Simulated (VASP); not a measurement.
# V (Im-3m) in VASP: a series of runs

The runs below take V through single point, with revPBE.

Everything below comes from runs of VASP 6.6.1. Logs are shortened: lines on timing, memory, paths and dates and some standing lists are left out, and cuts for length are marked.

## (1) The cell of the first run

Symmetry: Im-3m, No. 229, cubic system. Conventional cell: a = 3.013 Å, b = 3.013 Å, c = 3.013 Å, α = 90.00°, β = 90.00°, γ = 90.00°. V (site symmetry m-3m) has 14 V at 2.61 to 3.01 Å within 3.4 Å.

## (2) Single point, revPBE, collinear spin, ferromagnetic start

File INCAR:

```
SYSTEM = V
PREC = Accurate
ENCUT = 520
EDIFF = 1E-6
ISMEAR = -1
SIGMA = 0.05
LREAL = .False.
LASPH = .True.
NELM = 150
ALGO = Normal
ISIF = 2
LWAVE = .False.
LCHARG = .False.
ISPIN = 2
MAGMOM = 1
LORBIT = 11
LMAXMIX = 4
GGA = RE
NBANDS = 16
```

File KPOINTS:

```
Automatic mesh
0
Gamma
  24 24 24
  0 0 0
```

File POSCAR:

```
V
1.0
   -1.5067049033      1.5067049033      1.5067049033
    1.5067049033     -1.5067049033      1.5067049033
    1.5067049033      1.5067049033     -1.5067049033
V
1
Direct
    0.0000000000      0.0000000000      0.0000000000
```

Potentials or basis: VASP PAW PBE potentials, release 64 (V_sv).

Command:

```console
cat potpaw_PBE.64/V_sv/POTCAR > POTCAR
mpirun -np 1 vasp_std > vasp.out
```

OUTCAR:

```text
SYSTEM = V
   PREC = Accurate
   ENCUT = 520
   EDIFF = 1E-6
   ISMEAR = -1
   LREAL = .False.
   LASPH = .True.
   NELM = 150
   ISIF = 2
   ISPIN = 2
   LORBIT = 11
   GGA = RE

 ion  position               nearest neighbor table
   1  0.000  0.000  0.000-

  LATTYP: Found a body centered cubic cell.
 ALAT       =     3.0134098066

  Lattice vectors:

 A1 = (  -1.5067049033,   1.5067049033,   1.5067049033)
 A2 = (   1.5067049033,  -1.5067049033,   1.5067049033)
 A3 = (   1.5067049033,   1.5067049033,  -1.5067049033)

Analysis of symmetry for initial positions (statically):
=====================================================================
 Subroutine PRICEL returns:
 Original cell was already a primitive cell.

 Routine SETGRP: Setting up the symmetry group for a
 body centered cubic supercell.

 Subroutine GETGRP returns: Found 48 space group operations
 (whereof 48 operations were pure point group operations)
 out of a pool of 48 trial point group operations.

The static configuration has the point symmetry O_h .

Analysis of symmetry for dynamics (positions and initial velocities):
=====================================================================
 Subroutine PRICEL returns:
 Original cell was already a primitive cell.

 Routine SETGRP: Setting up the symmetry group for a
 body centered cubic supercell.

 Subroutine GETGRP returns: Found 48 space group operations
 (whereof 48 operations were pure point group operations)
 out of a pool of 48 trial point group operations.

The dynamic configuration has the point symmetry O_h .

Analysis of structural, dynamic, and magnetic symmetry:
=====================================================================
 Subroutine PRICEL returns:
 Original cell was already a primitive cell.

 Routine SETGRP: Setting up the symmetry group for a
 body centered cubic supercell.

 Subroutine GETGRP returns: Found 48 space group operations
 (whereof 48 operations were pure point group operations)
 out of a pool of 48 trial point group operations.

The overall configuration has the point symmetry O_h .

 Subroutine INISYM returns: Found 48 space group operations
 (whereof 48 operations are pure point group operations),
 and found     1 'primitive' translations

----------------------------------------------------------------------------------------

                                     Primitive cell

  volume of cell :      13.6818

  direct lattice vectors                    reciprocal lattice vectors
    -1.506704903  1.506704903  1.506704903     0.000000000  0.331849985  0.331849985
     1.506704903 -1.506704903  1.506704903     0.331849985  0.000000000  0.331849985
     1.506704903  1.506704903 -1.506704903     0.331849985  0.331849985  0.000000000

  length of vectors
     2.609689445  2.609689445  2.609689445     0.469306750  0.469306750  0.469306750

  position of ions in fractional coordinates (direct lattice)
     0.000000000  0.000000000  0.000000000

  ion indices of the primitive-cell ions
   primitive index   ion index
                 1           1

----------------------------------------------------------------------------------------

 KPOINTS: Automatic mesh

Automatic generation of k-mesh.
 Grid dimensions read from file:
 generate k-points for:   24   24   24

 Generating k-lattice:

  Cartesian coordinates                     Fractional coordinates (reciprocal lattice)
     0.000000000  0.013827083  0.013827083     0.041666667  0.000000000  0.000000000
     0.013827083  0.000000000  0.013827083     0.000000000  0.041666667  0.000000000
     0.013827083  0.013827083  0.000000000     0.000000000  0.000000000  0.041666667

  Length of vectors
     0.019554448  0.019554448  0.019554448

  Shift w.r.t. Gamma in fractional coordinates (k-lattice)
     0.000000000  0.000000000  0.000000000

 Subroutine IBZKPT returns following result:
 ===========================================

 Found    413 irreducible k-points:

 Following reciprocal coordinates:
            Coordinates               Weight
  0.000000  0.000000  0.000000      1.000000
  0.041667  0.000000  0.000000     12.000000
  0.083333  0.000000  0.000000     12.000000
  0.125000  0.000000  0.000000     12.000000
  0.166667  0.000000  0.000000     12.000000
  0.208333  0.000000  0.000000     12.000000
[... 16 lines left out ...]
  0.416667  0.041667  0.000000     48.000000
  0.458333  0.041667  0.000000     48.000000
 [... further k-points ...]
   k-points           NKPTS =    413   k-points in BZ     NKDIM =    413   number of bands    NBANDS=     16
   number of dos      NEDOS =    301   number of ions     NIONS =      1
   total plane-waves  NPLWV =   8000
   dimension x,y,z NGX =    20 NGY =   20 NGZ =   20
   dimension x,y,z NGXF=    40 NGYF=   40 NGZF=   40
   ions per type =               1
   NGX,Y,Z   is equivalent  to a cutoff of  12.74, 12.74, 12.74 a.u.
   NGXF,Y,Z  is equivalent  to a cutoff of  25.48, 25.48, 25.48 a.u.
 SYSTEM =  V
   PREC   = accura    normal or accurate (medium, high low for compatibility)
   ISTART =      0    job   : 0-new  1-cont  2-samecut
   ICHARG =      2    charge: 1-file 2-atom 10-const
   ISPIN  =      2    spin polarized calculation?
   LNONCOLLINEAR =      F non collinear calculations
   LSORBIT =      F    spin-orbit coupling
   LASPH  =      T    aspherical Exc in radial PAW
   ENCUT  =  520.0 eV  38.22 Ry    6.18 a.u.   4.85  4.85  4.85*2*pi/ulx,y,z
   NELM   =    150;   NELMIN=  2; NELMDL= -5     # of ELM steps
   EDIFF  = 0.1E-05   stopping-criterion for ELM
   LREAL  =      F    real-space projection
   EDIFFG = 0.1E-04   stopping-criterion for IOM
   NSW    =      0    number of steps for IOM
   IBRION =     -1    ionic relax: 0-MD 1-quasi-New 2-CG
   NFREE  =      0    steps in history (QN), initial steepest desc. (CG)
   ISIF   =      2    stress and relaxation
   ISYM   =      2    0-nonsym 1-usesym 2-fastsym
   POTIM  = 0.5000    time-step for ionic-motion
   TEBEG  =    0.0;   TEEND  =   0.0 temperature during run
   PSTRESS=    0.0 pullay stress
   NELECT =      13.0000    total number of electrons
   NUPDOWN=      -1.0000    fix difference up-down
   EMIN   =  10.00;   EMAX   =-10.00  energy-range for DOS
   EFERMI =   0.00;   METHOD = LEGACY
   ISMEAR =    -1;   SIGMA  =   0.05  broadening in eV -4-tet -1-fermi 0-gaus
   EFERMI_NEDOS =   21; number of points for ismear=-14 and -15
   IALGO  =     38    algorithm
   IMIX   =      4    mixing-type and parameters
     AMIX     =   0.40;   BMIX     =  1.00
     AMIX_MAG =   1.60;   BMIX_MAG =  1.00
  volume/ion in A,a.u.               =      13.68        92.33
  Fermi-wavevector in a.u.,A,eV,Ry     =   1.609439  3.041398 35.243071  2.590293
  Thomas-Fermi vector in A             =   2.705148
   LORBIT       =     11    0 simple, 1 ext, 2 COOP (PROOUT), +10 PAW based schemes
   GGA     = RE    functional components
   LHFCALC =     F    Hartree Fock is set to
   AEXX    =    0.0000 exact exchange contribution
   IVDW    =     0    specifies the selected vdW correction
   LEPSILON=     F    determine dielectric tensor
   LRPA    =     F    only Hartree local field effects (RPA)
 spin polarized calculation
  energy-cutoff  :      520.00
  volume of cell :       13.68
 maximum number of plane-waves:       380
   NGX =  9   NGY =  9   NGZ =  9

 number of electron      12.9999992 magnetization       0.0008245

 Free energy of the ion-electron system (eV)
  ---------------------------------------------------
  ext. energy  EPLUGINS =         0.00000000
  ---------------------------------------------------
  free energy    TOTEN  =        -8.61827141 eV

  energy without entropy =       -8.60316686  energy(sigma->0) =       -8.61071914

 E-fermi :   9.5967     XC(G=0): -12.7333

 val. band max:        9.5935038832   @ k =  -0.2083   0.2500   0.1667
 cond. band min:       9.5995444872   @ k =  -0.2083   0.2500   0.0417
 fundamental gap:      0.0060406040
 Fermi energy:         9.5966804257

 spin component 1

 k-point     1 :       0.0000    0.0000    0.0000
  band No.  band energies     occupation
      1     -54.2460      1.00000
      2     -27.5213      1.00000
      3     -27.5213      1.00000
      4     -27.5213      1.00000
      5       3.0351      1.00000
      6      10.0071      0.00027
[... 8 lines left out ...]
     15      36.8328      0.00000
     16      41.0043      0.00000

 k-point     2 :       0.0417    0.0000    0.0000
  band No.  band energies     occupation
      1     -54.2429      1.00000
      2     -27.5365      1.00000
      3     -27.5260      1.00000
      4     -27.5214      1.00000
      5       3.1046      1.00000
      6       9.9775      0.00049
[... 8 lines left out ...]
     15      36.9744      0.00000
     16      40.0065      0.00000
[... 387 lines left out ...]
      5       6.5044      1.00000
      6       8.5566      1.00000
[... 8 lines left out ...]
     15      36.1668      0.00000
     16      38.5054      0.00000

 k-point    24 :       0.4583    0.0417    0.0000
  band No.  band energies     occupation
      1     -54.0617      1.00000
      2     -28.3640      1.00000
      3     -27.7911      1.00000
      4     -27.5334      1.00000
      5       6.5170      1.00000
      6       8.5123      1.00000
[... 8 lines left out ...]
     15      36.2623      0.00000
     16      38.3265      0.00000

 [... further k-points ...]

 spin component 2

 k-point     1 :       0.0000    0.0000    0.0000
  band No.  band energies     occupation
      1     -54.2453      1.00000
      2     -27.5207      1.00000
      3     -27.5207      1.00000
      4     -27.5207      1.00000
      5       3.0357      1.00000
      6      10.0079      0.00027
[... 8 lines left out ...]
     15      36.8331      0.00000
     16      41.0052      0.00000

 k-point     2 :       0.0417    0.0000    0.0000
  band No.  band energies     occupation
      1     -54.2422      1.00000
      2     -27.5358      1.00000
      3     -27.5253      1.00000
      4     -27.5208      1.00000
      5       3.1051      1.00000
      6       9.9784      0.00048
[... 8 lines left out ...]
     15      36.9747      0.00000
     16      40.0536      0.00000
[... 387 lines left out ...]
      5       6.5050      1.00000
      6       8.5573      1.00000
[... 8 lines left out ...]
     15      36.1673      0.00000
     16      38.5060      0.00000

 k-point    24 :       0.4583    0.0417    0.0000
  band No.  band energies     occupation
      1     -54.0610      1.00000
      2     -28.3634      1.00000
      3     -27.7905      1.00000
      4     -27.5327      1.00000
      5       6.5176      1.00000
      6       8.5131      1.00000
[... 8 lines left out ...]
     15      36.2628      0.00000
     16      38.3271      0.00000

 [... further k-points ...]
[... 5 lines left out ...]
  --------------------------------------------------------------------------------------
  -------------------------------------------------------------------------------------
  Total        0.0338656      0.0338656      0.0338656     -0.0000000      0.0000000     -0.0000000
  in kB        3.9657466      3.9657466      3.9657466     -0.0000000      0.0000000     -0.0000000
  external PRESSURE =       3.9657466 kB  Pullay stress =       0.0000000 kB

 VOLUME and BASIS-vectors are now :
 -----------------------------------------------------------------------------
  energy-cutoff  :      520.00
  volume of cell :       13.68
      direct lattice vectors                 reciprocal lattice vectors
    -1.506704903  1.506704903  1.506704903     0.000000000  0.331849985  0.331849985
     1.506704903 -1.506704903  1.506704903     0.331849985  0.000000000  0.331849985
     1.506704903  1.506704903 -1.506704903     0.331849985  0.331849985  0.000000000

 POSITION                                       TOTAL-FORCE (eV/Angst)
 -----------------------------------------------------------------------------------
      0.00000      0.00000      0.00000        -0.000000      0.000000      0.000000
 -----------------------------------------------------------------------------------
    total drift:                                0.000000     -0.000000      0.000000

  FREE ENERGIE OF THE ION-ELECTRON SYSTEM (eV)
  ---------------------------------------------------
  free  energy   TOTEN  =        -8.6182714149 eV

  energy  without entropy=       -8.6031668585  energy(sigma->0) =       -8.61071914

 total charge

# of ion       s       p       d       tot
------------------------------------------
    1        2.336   6.218   3.065  11.618

 magnetization (x)

# of ion       s       p       d       tot
------------------------------------------
    1        0.000   0.000   0.000   0.001
```

Wall time 2 min (1 thread of Intel Xeon Platinum 8488C (Sapphire Rapids), shared host); peak memory 0.24 GiB.

Results:

| Property | Result |
| --- | --- |
| Free energy | -8.6183 eV |
| Pressure | 0.4 GPa |
| Net moment | 0.00 μB per cell |
| Valence electrons inside the program's atomic spheres | V 11.62 |

Caveat: the PAW data sets were made with another functional, which shifts forces and pressure a little.

## (3) Single point, revPBE

This run uses another cell than the first one, of 13.71 Å³/atom, 1.002 times its volume.

File INCAR:

```
SYSTEM = V
ALGO = Normal ; EDIFF = 1E-6
ENCUT = 500 ; GGA = RE
GGA_COMPAT = .FALSE. ; ISIF = 2
ISMEAR = -1 ; LASPH = .TRUE.
LCHARG = .FALSE. ; LREAL = .FALSE.
LWAVE = .FALSE. ; NBANDS = 12
NELM = 120 ; PREC = Accurate
SIGMA = 0.1
```

File KPOINTS:

```
k-points
0
G
  8 8 8
  0 0 0
```

File POSCAR:

```
V
1.0
   -1.5078977394      1.5078977394      1.5078977394
    1.5078977394     -1.5078977394      1.5078977394
    1.5078977394      1.5078977394     -1.5078977394
V
1
Direct
    0.0000000000      0.0000000000      0.0000000000
```

Potentials or basis: VASP PAW PBE potentials, release 64 (V_sv).

Command:

```console
cat potpaw_PBE.64/V_sv/POTCAR > POTCAR
mpirun -np 1 vasp_std > vasp.out
```

It took 12 s on 1 thread of AMD EPYC 7R13, shared host; peak memory 0.09 GiB.

Results (log left out):

* Free energy: -8.6502 eV
* Pressure: -0.7 GPa

Levels at points of the mesh, in eV from the Fermi level:
| k point | band 4 | band 5 | band 6 | band 7 | band 8 | band 9 |
| --- | --- | --- | --- | --- | --- | --- |
| (0.00, 0.00, 0.00) | -37.12 | -6.59 | 0.40 | 0.40 | 0.40 | 2.37 |
| (0.50, 0.00, 0.00) | -37.13 | -3.14 | -1.11 | 1.52 | 2.36 | 2.72 |
| (0.50, 0.50, 0.50) | -37.70 | -2.93 | -2.93 | 3.62 | 3.62 | 3.62 |

Caveat: the k points lie up to 0.37 Å⁻¹ apart; the PAW data sets were made with another functional, which shifts forces and pressure a little.
